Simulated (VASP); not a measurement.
# V (Fmmm) in VASP: further runs

The runs below take V through single point, relaxation of cell and atoms, with PBE.

Program: VASP 6.6.1. These are calculated values, not measurements. Logs are shortened: lines on timing, memory, paths and dates and some standing lists are left out, and cuts for length are marked.

**1. The cell of the first run**

Symmetry: Fmmm, No. 69, orthorhombic system. The conventional cell has a = 2.870 Å, b = 4.300 Å, c = 9.012 Å, α = 90.00°, β = 90.00°, γ = 90.00°. V (site symmetry mm2) has 11 V at 2.44 to 2.98 Å within 3.2 Å.

**2. Single point, PBE**

Input file INCAR:

```
PREC = Accurate
ENCUT = 520
EDIFF = 1E-6
ISMEAR = 0
SIGMA = 0.1
LREAL = False
LASPH = True
NELM = 100
ALGO = Normal
ISIF = 2
LWAVE = False
LCHARG = False
GGA = PE
NBANDS = 20
```

Input file KPOINTS:

```
regular mesh
0
Gamma
  8 8 8
```

Input file POSCAR:

```
V
1.0
    0.0000000000      4.5061557754      2.1501813527
    1.4349292206      0.0000000000      2.1501813527
    1.4349292206      4.5061557754      0.0000000000
V
2
Direct
    0.1355781894      0.8644218106      0.1355781894
    0.8644218106      0.1355781894      0.8644218106
```

Potentials or basis: VASP PAW PBE potentials, release 64 (V_sv).

Command:

```console
$ cat potpaw_PBE.64/V_sv/POTCAR > POTCAR
$ mpirun -np 1 vasp_std > vasp.out
```

OUTCAR:

```text
PREC = Accurate
   ENCUT = 520
   EDIFF = 1E-6
   ISMEAR = 0
   LREAL = False
   LASPH = True
   NELM = 100
   ISIF = 2
   GGA = PE

 ion  position               nearest neighbor table
   1  0.136  0.864  0.136-   2 2.44   2 2.51   2 2.51
   2  0.864  0.136  0.864-   1 2.44   1 2.51   1 2.51

  LATTYP: Found a face centered orthorhombic cell.
 ALAT       =     2.8698584412
 B/A-ratio  =     1.4984581273
 C/A-ratio  =     3.1403331333

  Lattice vectors:

 A1 = (  -0.0000000000,   4.5061557754,   2.1501813527)
 A2 = (  -1.4349292206,   4.5061557754,   0.0000000000)
 A3 = (  -1.4349292206,   0.0000000000,   2.1501813527)

Analysis of symmetry for initial positions (statically):
=====================================================================
 Subroutine PRICEL returns:
 Original cell was already a primitive cell.

 Routine SETGRP: Setting up the symmetry group for a
 face centered orthorhombic supercell.

 Subroutine GETGRP returns: Found  8 space group operations
 (whereof  8 operations were pure point group operations)
 out of a pool of  8 trial point group operations.

The static configuration has the point symmetry D_2h.

Analysis of symmetry for dynamics (positions and initial velocities):
=====================================================================
 Subroutine PRICEL returns:
 Original cell was already a primitive cell.

 Routine SETGRP: Setting up the symmetry group for a
 face centered orthorhombic supercell.

 Subroutine GETGRP returns: Found  8 space group operations
 (whereof  8 operations were pure point group operations)
 out of a pool of  8 trial point group operations.

The dynamic configuration has the point symmetry D_2h.

 Subroutine INISYM returns: Found  8 space group operations
 (whereof  8 operations are pure point group operations),
 and found     1 'primitive' translations

----------------------------------------------------------------------------------------

                                     Primitive cell

  volume of cell :      27.8062

  direct lattice vectors                    reciprocal lattice vectors
     0.000000000  4.506155775  2.150181353    -0.348449243  0.110959324  0.232538525
     1.434929221  0.000000000  2.150181353     0.348449243 -0.110959324  0.232538525
     1.434929221  4.506155775  0.000000000     0.348449243  0.110959324 -0.232538525

  length of vectors
     4.992866884  2.585014839  4.729107922     0.433362449  0.433362449  0.433362449

  position of ions in fractional coordinates (direct lattice)
     0.135578189  0.864421811  0.135578189
     0.864421811  0.135578189  0.864421811

  ion indices of the primitive-cell ions
   primitive index   ion index
                 1           1
                 2           2

----------------------------------------------------------------------------------------

 KPOINTS: regular mesh

Automatic generation of k-mesh.
 Grid dimensions read from file:
 generate k-points for:    8    8    8

 Generating k-lattice:

  Cartesian coordinates                     Fractional coordinates (reciprocal lattice)
    -0.043556155  0.013869916  0.029067316     0.125000000 -0.000000000  0.000000000
     0.043556155 -0.013869916  0.029067316    -0.000000000  0.125000000  0.000000000
     0.043556155  0.013869916 -0.029067316     0.000000000  0.000000000  0.125000000

  Length of vectors
     0.054170306  0.054170306  0.054170306

  Shift w.r.t. Gamma in fractional coordinates (k-lattice)
     0.000000000  0.000000000  0.000000000

 Subroutine IBZKPT returns following result:
 ===========================================

 Found     95 irreducible k-points:

 Following reciprocal coordinates:
            Coordinates               Weight
  0.000000  0.000000  0.000000      1.000000
  0.125000  0.000000  0.000000      8.000000
  0.250000  0.000000  0.000000      8.000000
  0.375000 -0.000000 -0.000000      8.000000
  0.500000  0.000000  0.000000      4.000000
  0.125000  0.125000  0.000000      2.000000
[... 16 lines left out ...]
  0.250000  0.000000  0.125000      8.000000
  0.375000  0.000000  0.125000      8.000000
 [... further k-points ...]
   k-points           NKPTS =     95   k-points in BZ     NKDIM =     95   number of bands    NBANDS=     20
   number of dos      NEDOS =    301   number of ions     NIONS =      2
   total plane-waves  NPLWV =  28800
   dimension x,y,z NGX =    40 NGY =   20 NGZ =   36
   dimension x,y,z NGXF=    80 NGYF=   40 NGZF=   72
   ions per type =               2
   NGX,Y,Z   is equivalent  to a cutoff of  13.32, 12.86, 12.66 a.u.
   NGXF,Y,Z  is equivalent  to a cutoff of  26.64, 25.72, 25.31 a.u.
 SYSTEM =  unknown system
   PREC   = accura    normal or accurate (medium, high low for compatibility)
   ISTART =      0    job   : 0-new  1-cont  2-samecut
   ICHARG =      2    charge: 1-file 2-atom 10-const
   ISPIN  =      1    spin polarized calculation?
   LNONCOLLINEAR =      F non collinear calculations
   LSORBIT =      F    spin-orbit coupling
   LASPH  =      T    aspherical Exc in radial PAW
   ENCUT  =  520.0 eV  38.22 Ry    6.18 a.u.   9.28  4.81  8.79*2*pi/ulx,y,z
   NELM   =    100;   NELMIN=  2; NELMDL= -5     # of ELM steps
   EDIFF  = 0.1E-05   stopping-criterion for ELM
   LREAL  =      F    real-space projection
   EDIFFG = 0.1E-04   stopping-criterion for IOM
   NSW    =      0    number of steps for IOM
   IBRION =     -1    ionic relax: 0-MD 1-quasi-New 2-CG
   NFREE  =      0    steps in history (QN), initial steepest desc. (CG)
   ISIF   =      2    stress and relaxation
   ISYM   =      2    0-nonsym 1-usesym 2-fastsym
   POTIM  = 0.5000    time-step for ionic-motion
   TEBEG  =    0.0;   TEEND  =   0.0 temperature during run
   PSTRESS=    0.0 pullay stress
   NELECT =      26.0000    total number of electrons
   NUPDOWN=      -1.0000    fix difference up-down
   EMIN   =  10.00;   EMAX   =-10.00  energy-range for DOS
   EFERMI =   0.00;   METHOD = LEGACY
   ISMEAR =     0;   SIGMA  =   0.10  broadening in eV -4-tet -1-fermi 0-gaus
   EFERMI_NEDOS =   21; number of points for ismear=-14 and -15
   IALGO  =     38    algorithm
   IMIX   =      4    mixing-type and parameters
     AMIX     =   0.40;   BMIX     =  1.00
     AMIX_MAG =   1.60;   BMIX_MAG =  1.00
  volume/ion in A,a.u.               =      13.90        93.82
  Fermi-wavevector in a.u.,A,eV,Ry     =   1.600855  3.025177 34.868154  2.562737
  Thomas-Fermi vector in A             =   2.697925
   LORBIT       =      0    0 simple, 1 ext, 2 COOP (PROOUT), +10 PAW based schemes
   GGA     = PE    functional components
   LHFCALC =     F    Hartree Fock is set to
   AEXX    =    0.0000 exact exchange contribution
   IVDW    =     0    specifies the selected vdW correction
   LEPSILON=     F    determine dielectric tensor
   LRPA    =     F    only Hartree local field effects (RPA)
 non-spin polarized calculation
 Gauss-broadening in eV      SIGMA  =   0.10
  energy-cutoff  :      520.00
  volume of cell :       27.81
 maximum number of plane-waves:       766
 NGX is ok and might be reduce to    40
   NGX = 19   NGY =  9   NGZ = 17

 number of electron      25.9999992 magnetization

 Free energy of the ion-electron system (eV)
  ---------------------------------------------------
  ext. energy  EPLUGINS =         0.00000000
  ---------------------------------------------------
  free energy    TOTEN  =       -17.47712132 eV

  energy without entropy =      -17.46840616  energy(sigma->0) =      -17.47276374

 E-fermi :   9.7168     XC(G=0): -12.6803

 val. band max:        9.7095543510   @ k =   0.5000   0.5000   0.0000
 cond. band min:       9.7196183770   @ k =   0.5000   0.3750   0.0000
 fundamental gap:      0.0100640260
 Fermi energy:         9.7167757236

 k-point     1 :       0.0000    0.0000    0.0000
  band No.  band energies     occupation
      1     -54.4086      2.00000
      2     -54.1887      2.00000
      3     -28.7825      2.00000
      4     -27.8636      2.00000
      5     -27.7323      2.00000
      6     -27.6795      2.00000
[... 12 lines left out ...]
     19      12.0110      0.00000
     20      12.4523      0.00000

 k-point     2 :       0.1250    0.0000    0.0000
  band No.  band energies     occupation
      1     -54.3849      2.00000
      2     -54.1795      2.00000
      3     -28.7419      2.00000
      4     -27.9485      2.00000
      5     -27.8109      2.00000
      6     -27.6810      2.00000
[... 12 lines left out ...]
     19      12.3547      0.00000
     20      13.2749      0.00000

 k-point     3 :       0.2500    0.0000    0.0000
  band No.  band energies     occupation
      1     -54.3250      2.00000
      2     -54.1595      2.00000
      3     -28.6462      2.00000
      4     -28.1721      2.00000
      5     -28.0307      2.00000
      6     -27.7531      2.00000
[... 12 lines left out ...]
     19      12.2292      0.00000
     20      14.8024      0.00000

 k-point     4 :       0.3750   -0.0000   -0.0000
  band No.  band energies     occupation
      1     -54.2581      2.00000
      2     -54.1458      2.00000
      3     -28.5813      2.00000
      4     -28.4166      2.00000
      5     -28.1900      2.00000
      6     -27.8475      2.00000
[... 12 lines left out ...]
     19      12.5837      0.00000
     20      15.2602      0.00000

 k-point     5 :       0.5000    0.0000    0.0000
  band No.  band energies     occupation
      1     -54.2256      2.00000
      2     -54.1448      2.00000
      3     -28.5842      2.00000
      4     -28.5248      2.00000
      5     -28.2055      2.00000
      6     -27.8953      2.00000
[... 12 lines left out ...]
     19      14.1381      0.00000
     20      14.2085      0.00000

 k-point     6 :       0.1250    0.1250    0.0000
  band No.  band energies     occupation
      1     -54.3806      2.00000
      2     -54.1661      2.00000
      3     -28.7490      2.00000
      4     -27.9073      2.00000
      5     -27.7821      2.00000
      6     -27.7733      2.00000
[... 12 lines left out ...]
     19      12.3962      0.00000
     20      13.2590      0.00000

 k-point     7 :       0.2500    0.1250   -0.0000
  band No.  band energies     occupation
      1     -54.3365      2.00000
      2     -54.1411      2.00000
      3     -28.6858      2.00000
      4     -28.0690      2.00000
      5     -28.0131      2.00000
      6     -27.7810      2.00000
[... 12 lines left out ...]
     19      12.3065      0.00000
     20      14.7995      0.00000
[... 277 lines left out ...]
 k-point    20 :      -0.3750    0.3750    0.0000
  band No.  band energies     occupation
      1     -54.2042      2.00000
      2     -54.0685      2.00000
      3     -28.5103      2.00000
      4     -28.4082      2.00000
      5     -28.2646      2.00000
      6     -28.2005      2.00000
[... 12 lines left out ...]
     19      16.0579      0.00000
     20      18.4223      0.00000

 k-point    21 :       0.5000    0.5000    0.0000
  band No.  band energies     occupation
      1     -54.2145      2.00000
      2     -54.0330      2.00000
      3     -28.5599      2.00000
      4     -28.5456      2.00000
      5     -28.3053      2.00000
      6     -28.1564      2.00000
[... 12 lines left out ...]
     19      13.4019      0.00000
     20      18.0347      0.00000

 k-point    22 :       0.1250    0.0000    0.1250
  band No.  band energies     occupation
      1     -54.4008      2.00000
      2     -54.1968      2.00000
      3     -28.7421      2.00000
      4     -27.8730      2.00000
      5     -27.7231      2.00000
      6     -27.7227      2.00000
[... 12 lines left out ...]
     19      12.2763      0.00000
     20      12.4472      0.00000

 k-point    23 :       0.2500    0.0000    0.1250
  band No.  band energies     occupation
      1     -54.3702      2.00000
      2     -54.1947      2.00000
      3     -28.6667      2.00000
      4     -27.9745      2.00000
      5     -27.7959      2.00000
      6     -27.7449      2.00000
[... 12 lines left out ...]
     19      12.3751      0.00000
     20      13.0989      0.00000

 k-point    24 :       0.3750    0.0000    0.1250
  band No.  band energies     occupation
      1     -54.3060      2.00000
      2     -54.1791      2.00000
      3     -28.5582      2.00000
      4     -28.2068      2.00000
      5     -28.0012      2.00000
      6     -27.8167      2.00000
[... 12 lines left out ...]
     19      12.3407      0.00000
     20      13.9683      0.00000

 [... further k-points ...]
[... 5 lines left out ...]
  --------------------------------------------------------------------------------------
  -------------------------------------------------------------------------------------
  Total        0.0575130      0.0382117      0.0364632      0.0000000      0.0000000      0.0000000
  in kB        3.3138633      2.2017367      2.1009860      0.0000000      0.0000000      0.0000000
  external PRESSURE =       2.5388620 kB  Pullay stress =       0.0000000 kB

 VOLUME and BASIS-vectors are now :
 -----------------------------------------------------------------------------
  energy-cutoff  :      520.00
  volume of cell :       27.81
      direct lattice vectors                 reciprocal lattice vectors
     0.000000000  4.506155775  2.150181353    -0.348449243  0.110959324  0.232538525
     1.434929221  0.000000000  2.150181353     0.348449243 -0.110959324  0.232538525
     1.434929221  4.506155775  0.000000000     0.348449243  0.110959324 -0.232538525

 POSITION                                       TOTAL-FORCE (eV/Angst)
 -----------------------------------------------------------------------------------
      1.43493      1.22187      2.15018         0.000000     -0.016876      0.000000
      1.43493      7.79044      2.15018         0.000000      0.016876      0.000000
 -----------------------------------------------------------------------------------
    total drift:                                0.000000     -0.000000      0.000000

  FREE ENERGIE OF THE ION-ELECTRON SYSTEM (eV)
  ---------------------------------------------------
  free  energy   TOTEN  =       -17.4771213222 eV

  energy  without entropy=      -17.4684061624  energy(sigma->0) =      -17.47276374
```

Wall time 22 s (1 thread of Intel Xeon 6975P-C (Granite Rapids), shared host); peak memory 0.19 GiB.

Results:

```yaml
Free_energy: -17.4771 eV
Pressure: 0.3 GPa
Largest_force: 0.017 eV/Å
Band_gap_on_the_k_mesh: zero (band 13 reaches 10.00 eV, above the bottom of band 14 at 9.00 eV)
```

Forces on the atoms (eV/Å):
```
V    0.000 -0.017  0.000
V    0.000  0.017  0.000
```

Levels at points of the mesh, in eV from the Fermi level:
| k point | band 9 | band 10 | band 11 | band 12 | band 13 | band 14 | band 15 | band 16 | band 17 | band 18 |
| --- | --- | --- | --- | --- | --- | --- | --- | --- | --- | --- |
| (0.00, 0.00, 0.00) | -6.82 | -3.02 | -1.24 | -0.72 | -0.24 | 0.64 | 1.27 | 1.33 | 1.72 | 1.74 |
| (0.50, 0.00, 0.00) | -3.16 | -3.15 | -1.86 | -1.60 | 0.04 | 0.86 | 1.40 | 2.43 | 2.93 | 3.00 |
| (0.50, 0.50, 0.00) | -3.47 | -3.40 | -2.54 | -0.01 | 0.16 | 1.16 | 1.26 | 1.96 | 3.49 | 3.66 |
| (0.50, 0.00, 0.50) | -4.93 | -4.91 | -2.07 | -1.04 | 0.13 | 0.37 | 0.43 | 1.52 | 1.72 | 1.79 |
| (0.00, 0.50, 0.50) | -3.23 | -2.32 | -2.24 | -1.83 | -0.95 | 0.33 | 2.43 | 3.05 | 3.41 | 3.74 |

**3. Relaxation of cell and atoms, PBE**

This run uses another cell than the first one, of 14.92 Å³/atom, 1.073 times its volume.

Input file INCAR:

```
PREC = Accurate ; ENCUT = 600
EDIFF = 1E-7 ; ISMEAR = 0
SIGMA = 0.1 ; LREAL = F
LASPH = T ; NELM = 100
ALGO = Normal ; ISIF = 3
LWAVE = F ; LCHARG = F
GGA = PE ; IBRION = 2
NSW = 90 ; EDIFFG = -0.04
```

KPOINTS is that of step 2.

Input file POSCAR:

```
V
1.0
    0.0000000000      2.5418637155      4.0010153830
    1.4675169923      0.0000000000      4.0010153830
    1.4675169923      2.5418637155      0.0000000000
V
2
Direct
    0.1666700000      0.8333300000      0.1666700000
    0.8333300000      0.1666700000      0.8333300000
```

Potentials or basis: VASP PAW PBE potentials, release 64 (V_sv).

Command:

```console
$ cat potpaw_PBE.64/V_sv/POTCAR > POTCAR
$ mpirun -np 1 vasp_std > vasp.out
```

Wall time 9.8 min (1 thread of Intel Xeon 6975P-C (Granite Rapids), shared host); peak memory 0.23 GiB.

The run converged. Its results:

```yaml
Free_energy: -17.1649 eV
Relaxed_volume: 13.47 Å³/atom
Relaxed_cell: a = 4.378 Å, b = 2.659 Å, c = 4.675 Å, α = 66.89°, β = 33.96°, γ = 79.15°
Space_group_after_relaxing_to_0.05_Å: Fmmm (No. 69)
Energy_gained_by_relaxing: 5817.8 meV/atom
Ionic_steps: 27
Pressure_after_relaxing: 0.1 GPa
Largest_force_after_relaxing: 0.019 eV/Å
Band_gap_on_the_k_mesh: zero (band 13 reaches 10.35 eV, above the bottom of band 14 at 9.52 eV)
```

Forces in eV/Å, atoms in the order of the input:
```
V    0.000 -0.019  0.000
V    0.000  0.019  0.000
```

Stress tensor (GPa, compression positive):
```
-0.17  0.00  0.00
 0.00  0.37  0.00
 0.00  0.00  0.10
```

Step by step:
| step | energy change (eV) | largest force (eV/Å) | pressure (GPa) | volume (Å³) |
| --- | --- | --- | --- | --- |
| 1 | 0.0000 | 0.0556 | 130.90 | 29.85 |
| 2 | 4.5824 | 0.4485 | -65.94 | 102.21 |
| 3 | -6.2983 | 0.1818 | -13.20 | 62.33 |
| 4 | -6.5625 | 0.0803 | -11.37 | 58.35 |
| 5 | -6.8084 | 0.2059 | -5.03 | 49.95 |
| 6 | -6.8108 | 0.1841 | -5.76 | 50.62 |
| 7 | -7.5007 | 0.1459 | -8.18 | 45.60 |
| 8 | -9.3306 | 0.3832 | -8.56 | 36.59 |
| 9 | -5.2635 | 12.7588 | 219.84 | 17.94 |
| 10 | -10.2011 | 1.3175 | 2.45 | 31.40 |
| 11 | -10.2378 | 2.6133 | 21.62 | 27.96 |
| 12 | -10.2984 | 2.0647 | 13.54 | 29.16 |
| 13 | -10.5432 | 2.2270 | 13.48 | 28.77 |
| 14 | -10.7167 | 2.2825 | 13.94 | 27.92 |
| 15 | -11.0714 | 1.2835 | 8.84 | 25.35 |
| 16 | -10.9919 | 2.1062 | 11.96 | 26.59 |
| 17 | -11.0861 | 1.3740 | 9.62 | 25.71 |
| 18 | -11.2596 | 0.1302 | -9.64 | 26.75 |
| 19 | -11.2599 | 0.0805 | -9.03 | 26.72 |
| 20 | -11.4759 | 0.7072 | -1.52 | 26.34 |
| 21 | -11.5120 | 1.2847 | 3.61 | 26.06 |
| 22 | -11.5825 | 0.8175 | 1.04 | 26.42 |
| 23 | -11.6261 | 0.2754 | -2.14 | 26.94 |
| 24 | -11.6321 | 0.0785 | 2.27 | 26.63 |
| 25 | -11.6324 | 0.1144 | 1.53 | 26.68 |
| 26 | -11.6351 | 0.0390 | 0.68 | 26.84 |
| 27 | -11.6356 | 0.0187 | 0.10 | 26.95 |

Final structure:
```
CELL_PARAMETERS angstrom
0.00000 4.12064 1.48023
2.20913 0.00000 1.48023
2.20913 4.12064 0.00000
ATOMIC_POSITIONS crystal
V 0.13789 0.86211 0.13789
V 0.86211 0.13789 0.86211
```

Levels at points of the mesh, in eV from the Fermi level:
```csv
k point,band 11,band 12,band 13,band 14,band 15,band 16
"(0.00, 0.00, 0.00)",-0.95,-0.86,-0.02,0.85,1.23,1.24
"(0.50, 0.00, 0.00)",-1.76,-1.57,0.04,1.25,1.26,2.38
"(0.50, 0.50, 0.00)",-1.98,-1.97,-1.67,0.29,2.96,3.49
"(0.50, 0.00, 0.50)",-1.94,-1.34,-0.48,0.59,0.87,1.37
"(0.00, 0.50, 0.50)",-2.41,-0.15,0.30,0.70,1.25,2.76
```

[end of part 1 of 3]
